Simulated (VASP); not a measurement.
A run of VASP 6.6.1 is set up as follows.

File INCAR:

```
SYSTEM = ZnAg
PREC = Accurate
ENCUT = 520
EDIFF = 1E-6
ISMEAR = -1
SIGMA = 0.05
LREAL = .False.
LASPH = .True.
NELM = 100
ALGO = Normal
ISIF = 2
LWAVE = .False.
LCHARG = .False.
GGA = PS
NBANDS = 18
```

KPOINTS

```
Automatic mesh
0
Gamma
  16 16 16
  0 0 0
```

Contents of POSCAR:

```
ZnAg
1.0
    3.1170701428      0.0000000000      0.0000000000
    0.0000000000      3.1170701428      0.0000000000
    0.0000000000      0.0000000000      3.1170701428
Zn Ag
1 1
Direct
    0.5000000000      0.5000000000      0.5000000000
    0.0000000000      0.0000000000      0.0000000000
```

Potentials or basis: VASP PAW PBE potentials, release 64 (Zn, Ag).

Launch:

```bash
$ cat potpaw_PBE.64/Zn/POTCAR potpaw_PBE.64/Ag/POTCAR > POTCAR
$ mpirun -np 1 vasp_std > vasp.out
```

Predict the pressure.

0.2 GPa.

Caveat: the PAW data sets were made with another functional, which shifts forces and pressure a little.
